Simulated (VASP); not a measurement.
SiN2, 6 atoms in the cell. It takes space group P6_3/mmc (No. 194, hexagonal). The conventional cell has a = 2.853 Å, b = 2.853 Å, c = 10.078 Å, α = 90.00°, β = 90.00°, γ = 120.00°. Si (site symmetry -6m2) has 6 N at 1.87 Å within 2.5 Å. N (site symmetry 3m) has 1 N at 1.76 Å and 3 Si at 1.87 Å within 2.3 Å. 

- Program: VASP 6.6.1
- Task: relaxation of cell and atoms
- Functional: PBE
- Potentials or basis: VASP PAW PBE potentials, release 64 (Si, N)
- Cutoff: 600 eV
- k mesh: 12 × 12 × 4
- Occupations: gaussian, width 0.02 eV
- Spin: no spin polarisation
- Dipole correction: no
- Further INCAR settings: ALGO = Normal; EDIFF = 1e-06; IBRION = 2; EDIFFG = -0.01; NSW = 100; ISIF = 3

Potentials or basis: VASP PAW PBE potentials, release 64 (Si, N).

The run is started by

```sh
$ cat potpaw_PBE.64/Si/POTCAR potpaw_PBE.64/N/POTCAR > POTCAR
$ mpirun -np 1 vasp_std > vasp.out
```

Hardware: 1 thread of Intel(R) Xeon(R) 6975P-C (Granite Rapids), on a shared host.

Task: Estimate the wall time of this run.

Result: Wall time 62 s on 1 thread of Intel(R) Xeon(R) 6975P-C (Granite Rapids) (shared host), peak memory 0.24 GiB. Counts: scf iterations 24, k points 57, ion steps 3.
